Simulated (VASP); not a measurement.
Here is a VASP 6.6.1 calculation.

INCAR

```
SYSTEM = Cd12H
PREC = Accurate ; ENCUT = 520
EDIFF = 1E-7 ; ISMEAR = -1
SIGMA = 0.1 ; LREAL = .False.
LASPH = .True. ; NELM = 60
ALGO = Normal ; ISIF = 2
LWAVE = .False. ; LCHARG = .False.
GGA = CA ; NBANDS = 84
```

KPOINTS

```
regular mesh
0
Gamma
  3 2 3
  0 0 0
```

File POSCAR:

```
Cd12H
1.0
    5.9600000000      0.0000000000      0.0000000000
   -4.4700000000      7.7422670000      0.0000000000
    0.0000000000      0.0000000000      5.6202800000
Cd H
12 1
Direct
    0.0119668857      0.0037804474     -0.0075367192
    0.1536623234      0.2074381388      0.4526570032
    0.0105567230      0.3379261152      0.0248735693
    0.1556225869      0.5601840152      0.4640267779
    0.0138610429      0.6742905988      0.0008696643
    0.1482105451      0.8803347128      0.5272112362
    0.5082763030      0.0023644464     -0.0160862310
    0.6347092125      0.2040816262      0.4368423877
    0.5120489066      0.3379280316     -0.0348032443
    0.6555115571      0.5494733645      0.5207024173
    0.5204791114      0.6747409399      0.0411365986
    0.6523658519      0.8813591890      0.5484074452
    0.0349780504      0.3541329743      0.6864539949
```

Potentials or basis: VASP PAW LDA potentials, release 64 (Cd, H).

Run with:

```sh
$ cat potpaw_LDA.64/Cd/POTCAR potpaw_LDA.64/H/POTCAR > POTCAR
$ mpirun -np 1 vasp_std > vasp.out
```

Estimate the band gap on the k mesh.

zero (an odd number of electrons rules out a gap without spin polarisation).

Estimate the largest force.

0.066 eV/Å.

Estimate the pressure.

-1.6 GPa.

Stress tensor (GPa, compression positive):
```
-1.22  0.67  0.09
 0.67 -3.04  0.43
 0.09  0.43 -0.64
```

Caveat: the k points lie up to 0.41 Å⁻¹ apart, too coarse for converged energies and pressures of a metal.
